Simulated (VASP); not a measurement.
# W3N2 (R-3m) in VASP: notebook

Runs on W3N2. Level: PBE. Tasks: single point.

Program: VASP 6.6.1. These are calculated values, not measurements. Logs are shortened: lines on timing, memory, paths and dates and some standing lists are left out, and cuts for length are marked.

## (1) The cell of the first run

The structure is trigonal, space group R-3m (No. 166). Conventional cell: a = 2.810 Å, b = 2.810 Å, c = 25.197 Å, α = 90.00°, β = 90.00°, γ = 120.00°. W (site symmetry -3m) has 6 N at 2.22 Å and 6 W at 2.81 Å within 2.9 Å. W (site symmetry 3m) has 3 N at 2.18 Å and 6 W at 2.81 Å within 2.9 Å. N (site symmetry 3m) has 6 W at 2.18 to 2.22 Å and 6 N at 2.81 Å within 2.9 Å.

## (2) Single point, PBE

Input file INCAR:

```
SYSTEM = W3N2
PREC = Accurate ; ENCUT = 520
EDIFF = 1E-6 ; ISMEAR = 0
SIGMA = 0.1 ; LREAL = .False.
LASPH = .True. ; NELM = 100
ALGO = Normal ; ISIF = 2
LWAVE = .False. ; LCHARG = .False.
GGA = PE ; NBANDS = 34
```

Input file KPOINTS:

```
regular mesh
0
Gamma
  6 6 6
  0 0 0
```

Input file POSCAR:

```
W3N2
1.0
    1.4049954723      0.8111745141      8.3989212281
   -1.4049954723      0.8111745141      8.3989212281
    0.0000000000     -1.6223490283      8.3989212281
W N
3 2
Direct
    0.0000000000      0.0000000000      0.0000000000
    0.2156824352      0.2156824352      0.2156824352
    0.7843175648      0.7843175648      0.7843175648
    0.3933608347      0.3933608347      0.3933608347
    0.6066391653      0.6066391653      0.6066391653
```

Potentials or basis: VASP PAW PBE potentials, release 64 (W_sv, N).

Run with:

```sh
$ cat potpaw_PBE.64/W_sv/POTCAR potpaw_PBE.64/N/POTCAR > POTCAR
$ mpirun -np 1 vasp_std > vasp.out
```

OUTCAR:

```text
SYSTEM = W3N2
   PREC = Accurate
   ENCUT = 520
   EDIFF = 1E-6
   ISMEAR = 0
   LREAL = .False.
   LASPH = .True.
   NELM = 100
   ISIF = 2
   GGA = PE

 ion  position               nearest neighbor table
   1  0.000  0.000  0.000-   5 2.22   4 2.22   5 2.22   5 2.22   4 2.22   4 2.22   2 3.38   3 3.38
                             2 3.38   3 3.38   2 3.38   3 3.38
   2  0.216  0.216  0.216-   5 2.18   5 2.18   5 2.18   3 2.96   3 2.96   3 2.96   1 3.38   1 3.38
                             1 3.38
   3  0.784  0.784  0.784-   4 2.18   4 2.18   4 2.18   2 2.96   2 2.96   2 2.96   1 3.38   1 3.38
                             1 3.38
   4  0.393  0.393  0.393-   3 2.18   3 2.18   3 2.18   1 2.22   1 2.22   1 2.22
   5  0.607  0.607  0.607-   2 2.18   2 2.18   2 2.18   1 2.22   1 2.22   1 2.22

  LATTYP: Found a trigonal (rhomboedric) cell.
 ALAT       =     8.5541740785
 COS(alpha) =     0.9460459963

  Lattice vectors:

 A1 = (   1.4049954723,   0.8111745141,   8.3989212281)
 A2 = (  -1.4049954723,   0.8111745141,   8.3989212281)
 A3 = (   0.0000000000,  -1.6223490283,   8.3989212281)

Analysis of symmetry for initial positions (statically):
=====================================================================
 Subroutine PRICEL returns:
 Original cell was already a primitive cell.

 Routine SETGRP: Setting up the symmetry group for a
 trigonal (rhombohedral) supercell.

 Subroutine GETGRP returns: Found 12 space group operations
 (whereof 12 operations were pure point group operations)
 out of a pool of 12 trial point group operations.

The static configuration has the point symmetry D_3d.

Analysis of symmetry for dynamics (positions and initial velocities):
=====================================================================
 Subroutine PRICEL returns:
 Original cell was already a primitive cell.

 Routine SETGRP: Setting up the symmetry group for a
 trigonal (rhombohedral) supercell.

 Subroutine GETGRP returns: Found 12 space group operations
 (whereof 12 operations were pure point group operations)
 out of a pool of 12 trial point group operations.

The dynamic configuration has the point symmetry D_3d.

 Subroutine INISYM returns: Found 12 space group operations
 (whereof 12 operations are pure point group operations),
 and found     1 'primitive' translations

----------------------------------------------------------------------------------------

                                     Primitive cell

  volume of cell :      57.4333

  direct lattice vectors                    reciprocal lattice vectors
     1.404995472  0.811174514  8.398921228     0.355873033  0.205463391  0.039687637
    -1.404995472  0.811174514  8.398921228    -0.355873033  0.205463391  0.039687637
     0.000000000 -1.622349028  8.398921228     0.000000000 -0.410926783  0.039687637

  length of vectors
     8.554174079  8.554174079  8.554174079     0.412838866  0.412838866  0.412838866

  position of ions in fractional coordinates (direct lattice)
     0.000000000  0.000000000  0.000000000
     0.215682435  0.215682435  0.215682435
     0.784317565  0.784317565  0.784317565
     0.393360835  0.393360835  0.393360835
     0.606639165  0.606639165  0.606639165

  ion indices of the primitive-cell ions
   primitive index   ion index
                 1           1
                 2           2
                 3           3
                 4           4
                 5           5

----------------------------------------------------------------------------------------

 KPOINTS: regular mesh

Automatic generation of k-mesh.
 Grid dimensions read from file:
 generate k-points for:    6    6    6

 Generating k-lattice:

  Cartesian coordinates                     Fractional coordinates (reciprocal lattice)
     0.059312172  0.034243899  0.006614606     0.166666667 -0.000000000 -0.000000000
    -0.059312172  0.034243899  0.006614606    -0.000000000  0.166666667 -0.000000000
     0.000000000 -0.068487797  0.006614606     0.000000000  0.000000000  0.166666667

  Length of vectors
     0.068806478  0.068806478  0.068806478

  Shift w.r.t. Gamma in fractional coordinates (k-lattice)
     0.000000000  0.000000000  0.000000000

 Subroutine IBZKPT returns following result:
 ===========================================

 Found     32 irreducible k-points:

 Following reciprocal coordinates:
            Coordinates               Weight
  0.000000  0.000000  0.000000      1.000000
  0.166667 -0.000000 -0.000000      6.000000
  0.333333 -0.000000 -0.000000      6.000000
  0.500000 -0.000000  0.000000      3.000000
  0.166667  0.166667 -0.000000      6.000000
  0.333333  0.166667  0.000000     12.000000
[... 16 lines left out ...]
  0.500000  0.500000  0.166667      6.000000
 -0.333333  0.500000  0.166667     12.000000
 [... further k-points ...]
   k-points           NKPTS =     32   k-points in BZ     NKDIM =     32   number of bands    NBANDS=     34
   number of dos      NEDOS =    301   number of ions     NIONS =      5
   total plane-waves  NPLWV = 262144
   dimension x,y,z NGX =    64 NGY =   64 NGZ =   64
   dimension x,y,z NGXF=   128 NGYF=  128 NGZF=  128
   ions per type =               3   2
   NGX,Y,Z   is equivalent  to a cutoff of  12.44, 12.44, 12.44 a.u.
   NGXF,Y,Z  is equivalent  to a cutoff of  24.88, 24.88, 24.88 a.u.
 SYSTEM =  W3N2
   PREC   = accura    normal or accurate (medium, high low for compatibility)
   ISTART =      0    job   : 0-new  1-cont  2-samecut
   ICHARG =      2    charge: 1-file 2-atom 10-const
   ISPIN  =      1    spin polarized calculation?
   LNONCOLLINEAR =      F non collinear calculations
   LSORBIT =      F    spin-orbit coupling
   LASPH  =      T    aspherical Exc in radial PAW
   ENCUT  =  520.0 eV  38.22 Ry    6.18 a.u.  15.91 15.91 15.91*2*pi/ulx,y,z
   NELM   =    100;   NELMIN=  2; NELMDL= -5     # of ELM steps
   EDIFF  = 0.1E-05   stopping-criterion for ELM
   LREAL  =      F    real-space projection
   EDIFFG = 0.1E-04   stopping-criterion for IOM
   NSW    =      0    number of steps for IOM
   IBRION =     -1    ionic relax: 0-MD 1-quasi-New 2-CG
   NFREE  =      0    steps in history (QN), initial steepest desc. (CG)
   ISIF   =      2    stress and relaxation
   ISYM   =      2    0-nonsym 1-usesym 2-fastsym
   POTIM  = 0.5000    time-step for ionic-motion
   TEBEG  =    0.0;   TEEND  =   0.0 temperature during run
   PSTRESS=    0.0 pullay stress
   NELECT =      52.0000    total number of electrons
   NUPDOWN=      -1.0000    fix difference up-down
   EMIN   =  10.00;   EMAX   =-10.00  energy-range for DOS
   EFERMI =   0.00;   METHOD = LEGACY
   ISMEAR =     0;   SIGMA  =   0.10  broadening in eV -4-tet -1-fermi 0-gaus
   EFERMI_NEDOS =   21; number of points for ismear=-14 and -15
   IALGO  =     38    algorithm
   IMIX   =      4    mixing-type and parameters
     AMIX     =   0.40;   BMIX     =  1.00
     AMIX_MAG =   1.60;   BMIX_MAG =  1.00
  volume/ion in A,a.u.               =      11.49        77.52
  Fermi-wavevector in a.u.,A,eV,Ry     =   1.583755  2.992863 34.127212  2.508279
  Thomas-Fermi vector in A             =   2.683477
   LORBIT       =      0    0 simple, 1 ext, 2 COOP (PROOUT), +10 PAW based schemes
   GGA     = PE    functional components
   LHFCALC =     F    Hartree Fock is set to
   AEXX    =    0.0000 exact exchange contribution
   IVDW    =     0    specifies the selected vdW correction
   LEPSILON=     F    determine dielectric tensor
   LRPA    =     F    only Hartree local field effects (RPA)
 non-spin polarized calculation
 Gauss-broadening in eV      SIGMA  =   0.10
  energy-cutoff  :      520.00
  volume of cell :       57.43
 maximum number of plane-waves:      1562
   NGX = 31   NGY = 31   NGZ = 31

 number of electron      51.9999999 magnetization

 Free energy of the ion-electron system (eV)
  ---------------------------------------------------
  ext. energy  EPLUGINS =         0.00000000
  ---------------------------------------------------
  free energy    TOTEN  =       -54.98055895 eV

  energy without entropy =      -54.96829644  energy(sigma->0) =      -54.97442769

 E-fermi :  12.1303     XC(G=0): -13.7618

 val. band max:       12.1053407857   @ k =   0.5000   0.5000   0.5000
 cond. band min:      12.1776009204   @ k =  -0.3333   0.3333   0.0000
 fundamental gap:      0.0722601347
 Fermi energy:        12.1302835443

 k-point     1 :       0.0000    0.0000    0.0000
  band No.  band energies     occupation
      1     -63.3532      2.00000
      2     -62.5862      2.00000
      3     -62.5539      2.00000
      4     -27.8212      2.00000
      5     -27.1439      2.00000
      6     -27.0330      2.00000
[... 26 lines left out ...]
     33      15.5891      0.00000
     34      15.5891      0.00000

 k-point     2 :       0.1667   -0.0000   -0.0000
  band No.  band energies     occupation
      1     -63.3313      2.00000
      2     -62.5627      2.00000
      3     -62.5341      2.00000
      4     -27.7699      2.00000
      5     -27.3165      2.00000
      6     -27.0960      2.00000
[... 26 lines left out ...]
     33      14.4433      0.00000
     34      14.5467      0.00000

 k-point     3 :       0.3333   -0.0000   -0.0000
  band No.  band energies     occupation
      1     -63.2872      2.00000
      2     -62.5141      2.00000
      3     -62.4954      2.00000
      4     -27.8473      2.00000
      5     -27.6660      2.00000
      6     -27.2197      2.00000
[... 26 lines left out ...]
     33      15.7000      0.00000
     34      15.9215      0.00000

 k-point     4 :       0.5000   -0.0000    0.0000
  band No.  band energies     occupation
      1     -63.2651      2.00000
      2     -62.4882      2.00000
      3     -62.4776      2.00000
      4     -28.0997      2.00000
      5     -27.6167      2.00000
      6     -27.3349      2.00000
[... 26 lines left out ...]
     33      16.6238      0.00000
     34      16.7511      0.00000

 k-point     5 :       0.1667    0.1667   -0.0000
  band No.  band energies     occupation
      1     -63.3313      2.00000
      2     -62.5627      2.00000
      3     -62.5341      2.00000
      4     -27.7702      2.00000
      5     -27.3167      2.00000
      6     -27.0960      2.00000
[... 621 lines left out ...]
 k-point    22 :      -0.1667    0.3333    0.1667
  band No.  band energies     occupation
      1     -63.2650      2.00000
      2     -62.4882      2.00000
      3     -62.4775      2.00000
      4     -27.9678      2.00000
      5     -27.6134      2.00000
      6     -27.4273      2.00000
[... 26 lines left out ...]
     33      16.4663      0.00000
     34      16.8498      0.00000

 k-point    23 :       0.5000    0.5000    0.1667
  band No.  band energies     occupation
      1     -63.2872      2.00000
      2     -62.5141      2.00000
      3     -62.4954      2.00000
      4     -27.8474      2.00000
      5     -27.6653      2.00000
      6     -27.2198      2.00000
[... 26 lines left out ...]
     33      15.0349      0.00000
     34      15.9488      0.00000

 k-point    24 :      -0.3333    0.5000    0.1667
  band No.  band energies     occupation
      1     -63.2651      2.00000
      2     -62.4882      2.00000
      3     -62.4775      2.00000
      4     -27.9677      2.00000
      5     -27.6124      2.00000
      6     -27.4276      2.00000
[... 26 lines left out ...]
     33      16.5641      0.00000
     34      16.9955      0.00000

 [... further k-points ...]

------------------------ aborting loop because EDIFF is reached ----------------------------------------

  FORCE on cell =-STRESS in cart. coord.  units (eV):
  Direction    XX          YY          ZZ          XY          YZ          ZX
  --------------------------------------------------------------------------------------
  -------------------------------------------------------------------------------------
  Total        0.5097553      0.5097553      0.4922486     -0.0000000     -0.0000000      0.0000000
  in kB       14.2202856     14.2202856     13.7319146     -0.0000000     -0.0000000      0.0000000
  external PRESSURE =      14.0574953 kB  Pullay stress =       0.0000000 kB

 VOLUME and BASIS-vectors are now :
 -----------------------------------------------------------------------------
  energy-cutoff  :      520.00
  volume of cell :       57.43
      direct lattice vectors                 reciprocal lattice vectors
     1.404995472  0.811174514  8.398921228     0.355873033  0.205463391  0.039687637
    -1.404995472  0.811174514  8.398921228    -0.355873033  0.205463391  0.039687637
     0.000000000 -1.622349028  8.398921228     0.000000000 -0.410926783  0.039687637

 POSITION                                       TOTAL-FORCE (eV/Angst)
 -----------------------------------------------------------------------------------
      0.00000      0.00000      0.00000         0.000000     -0.000000     -0.000000
      0.00000     -0.00000      5.43450         0.000000      0.000000     -0.071765
      0.00000     -0.00000     19.76226         0.000000     -0.000000      0.071765
      0.00000     -0.00000      9.91142         0.000000      0.000000     -0.019775
      0.00000     -0.00000     15.28534         0.000000     -0.000000      0.019775
 -----------------------------------------------------------------------------------
    total drift:                                0.000000      0.000000     -0.000000

  FREE ENERGIE OF THE ION-ELECTRON SYSTEM (eV)
  ---------------------------------------------------
  free  energy   TOTEN  =       -54.9805589468 eV

  energy  without entropy=      -54.9682964379  energy(sigma->0) =      -54.97442769
```

Run time: 11 min. Hardware: 1 thread of AMD EPYC 7R13 (Zen 3), shared host; peak memory 0.54 GiB.

What came out:

| Item | Value |
| --- | --- |
| Free energy | -54.9806 eV |
| Pressure | 1.4 GPa |
| Largest force | 0.072 eV/Å |
| Band gap on the k mesh | zero (band 26 reaches 13.60 eV, above the bottom of band 27 at 11.34 eV) |

Forces in eV/Å, atoms in the order of the input:
```
W    0.000  0.000  0.000
W    0.000  0.000 -0.072
W    0.000  0.000  0.072
N    0.000  0.000 -0.020
N    0.000  0.000  0.020
```

Caveat: the k points lie up to 0.43 Å⁻¹ apart; spin-orbit coupling is left out, which moves the levels of the heavy elements.

## (3) Single point, PBE

This run uses another cell than the first one, of 12.61 Å³/atom, 1.097 times its volume.

Input file INCAR:

```
SYSTEM = W3N2
ALGO     = Normal         ! electronic algorithm
EDIFF    = 1E-6           ! SCF threshold, eV
ENCUT    = 520            ! plane-wave cutoff, eV
GGA      = PE             ! functional
ISIF     = 2              ! what is computed and relaxed
ISMEAR   = 0              ! smearing method
LASPH    = .True.         ! aspherical terms in the spheres
LCHARG   = .False.        ! write CHGCAR
LREAL    = .False.        ! projectors in reciprocal space
LWAVE    = .False.        ! write WAVECAR
NBANDS   = 34             ! bands
NELM     = 60             ! most SCF steps
PREC     = Accurate       ! precision mode
SIGMA    = 0.1            ! smearing width, eV
```

Input file KPOINTS:

```
k-points
0
Gamma
  6 6 6
  0 0 0
```

Input file POSCAR:

```
W3N2
1.0
    1.5774296321      0.9107294227      7.3121865046
   -1.5774296321      0.9107294227      7.3121865046
    0.0000000000     -1.8214588454      7.3121865046
W N
3 2
Direct
    0.0000000000      0.0000000000      0.0000000000
    0.2095000000      0.2095000000      0.2095000000
    0.7905000000      0.7905000000      0.7905000000
    0.4000000000      0.4000000000      0.4000000000
    0.6000000000      0.6000000000      0.6000000000
```

Potentials or basis: VASP PAW PBE potentials, release 64 (W_sv, N).

Run with:

```sh
$ cat potpaw_PBE.64/W_sv/POTCAR potpaw_PBE.64/N/POTCAR > POTCAR
$ mpirun -np 1 vasp_std > vasp.out
```

It took 5.5 min on 1 thread of AMD EPYC 7R13 (Zen 3), shared host; peak memory 0.39 GiB.

Results (log left out):

```
Free energy            : -53.1987 eV
Pressure               : -15.1 GPa
Largest force          : 2.859 eV/Å
Band gap on the k mesh : zero (band 26 reaches 11.89 eV, above the bottom of band 27 at 9.31 eV)
```

Forces on the atoms (eV/Å):
```
W    0.000  0.000  0.000
W    0.000  0.000  2.859
W    0.000  0.000 -2.859
N    0.000  0.000 -1.163
N    0.000  0.000  1.163
```

Stress tensor (GPa, compression positive):
```
-21.52   0.00   0.00
  0.00 -21.52   0.00
  0.00   0.00  -2.24
```

Levels at points of the mesh, in eV from the Fermi level:
| k point | band 23 | band 24 | band 25 | band 26 | band 27 | band 28 | band 29 | band 30 |
| --- | --- | --- | --- | --- | --- | --- | --- | --- |
| (0.00, 0.00, 0.00) | -1.91 | -1.81 | -1.69 | -1.69 | -1.68 | -1.20 | -1.20 | 1.37 |
| (0.50, 0.00, 0.00) | -3.01 | -2.31 | -1.17 | 0.90 | 1.16 | 1.56 | 1.84 | 2.05 |
| (0.50, 0.50, 0.00) | -2.02 | -1.39 | -0.59 | -0.35 | 1.36 | 1.55 | 1.68 | 1.73 |
| (0.50, 0.50, 0.50) | -2.49 | -2.27 | -0.81 | -0.38 | -0.38 | -0.06 | -0.06 | 0.55 |

Caveat: the k points lie up to 0.39 Å⁻¹ apart; spin-orbit coupling is left out, which moves the levels of the heavy elements; forces of over 1 eV/Å act on the atoms, so gaps and moduli don't describe the material at rest.
